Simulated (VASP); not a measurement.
Set up this calculation in VASP 6.6.1, as the native input.

```yaml
Task: single point
Functional: HSE06
Potentials_or_basis: VASP PAW PBE potentials, release 64 (K_sv, Zn, F)
Cutoff: 520 eV
k_mesh: 4 × 4 × 4
Occupations: gaussian, width 0.01 eV
Spin: no spin polarisation
Dipole_correction: no
Grid_for_exact_exchange_PRECFOCK: Normal
Further_INCAR_settings: ALGO = Normal; EDIFF = 1e-06; NBANDS = 29
Share_of_exact_exchange: 0.25
Screening_parameter: 0.2079 1/Å
```

The system is KZnF3.

```xyz
5
Lattice="4.0462 0.0597 0.0000 0.0597 4.0462 0.0000 0.0000 0.0000 4.0462" Properties=species:S:1:pos:R:3 pbc="T T T"
K     0.0000    0.0000    0.0000
Zn    2.0529    2.0529    2.0231
F     2.0529    2.0529    0.0000
F     0.0298    2.0231    2.0231
F     2.0231    0.0298    2.0231
```

This cell differs from its parent crystal: shear xy strain +3.0%.

The input as run:

POSCAR

```
KZnF3
1.0
    4.0461680185      0.0596809783      0.0000000000
    0.0596809783      4.0461680185      0.0000000000
    0.0000000000      0.0000000000      4.0461680185
K Zn F
1 1 3
Direct
    0.0000000000      0.0000000000      0.0000000000
    0.5000000000      0.5000000000      0.5000000000
    0.5000000000      0.5000000000      0.0000000000
    0.0000000000      0.5000000000      0.5000000000
    0.5000000000      0.0000000000      0.5000000000
```

INCAR.step1

```
ALGO     = Normal         # electronic algorithm
EDIFF    = 1E-5           # SCF threshold, eV
ENCUT    = 520            # plane-wave cutoff, eV
GGA      = PE             # functional
GGA_COMPAT= F            
ISIF     = 2              # what is computed and relaxed
ISMEAR   = 0              # smearing method
KPAR     = 4            
LASPH    = T              # aspherical terms in the spheres
LCHARG   = F              # write CHGCAR
LREAL    = F              # projectors in reciprocal space
LWAVE    = T              # write WAVECAR
NBANDS   = 29             # bands
NELM     = 120            # most SCF steps
PREC     = Accurate       # precision mode
SIGMA    = 0.01           # smearing width, eV
```

INCAR.step2

```
ALGO     = Normal         # electronic algorithm
EDIFF    = 1E-6           # SCF threshold, eV
ENCUT    = 520            # plane-wave cutoff, eV
GGA      = PE             # functional
GGA_COMPAT= F            
HFSCREEN = 0.2079         # screening, 1/A
ISIF     = 2              # what is computed and relaxed
ISMEAR   = 0              # smearing method
ISTART   = 1            
KPAR     = 4            
LASPH    = T              # aspherical terms in the spheres
LCHARG   = F              # write CHGCAR
LHFCALC  = T              # exact exchange
LREAL    = F              # projectors in reciprocal space
LWAVE    = F              # write WAVECAR
NBANDS   = 29             # bands
NELM     = 120            # most SCF steps
PREC     = Accurate       # precision mode
PRECFOCK = Normal       
SIGMA    = 0.01           # smearing width, eV
```

KPOINTS

```
k-points
0
Gamma
  4 4 4
```

Potentials or basis: VASP PAW PBE potentials, release 64 (K_sv, Zn, F).

Run with:

```bash
$ cat potpaw_PBE.64/K_sv/POTCAR potpaw_PBE.64/Zn/POTCAR potpaw_PBE.64/F/POTCAR > POTCAR
$ cp INCAR.step1 INCAR
$ mpirun -np 4 vasp_std > vasp.out
$ cp INCAR.step2 INCAR
$ mpirun -np 4 vasp_std > vasp.out
```

Results of the run:

* Pressure: 2.6 GPa
* Band gap on the k mesh: 6.24 eV (least direct gap 7.96 eV)

Caveat: the cell differs from its parent crystal (shear xy strain +3.0%); the PAW data sets were made with another functional, which shifts forces and pressure a little.

Wall time 17 min on 4 MPI ranks on Intel(R) Xeon(R) Platinum 8488C (Sapphire Rapids) (shared host), peak memory 0.31 GiB a rank.
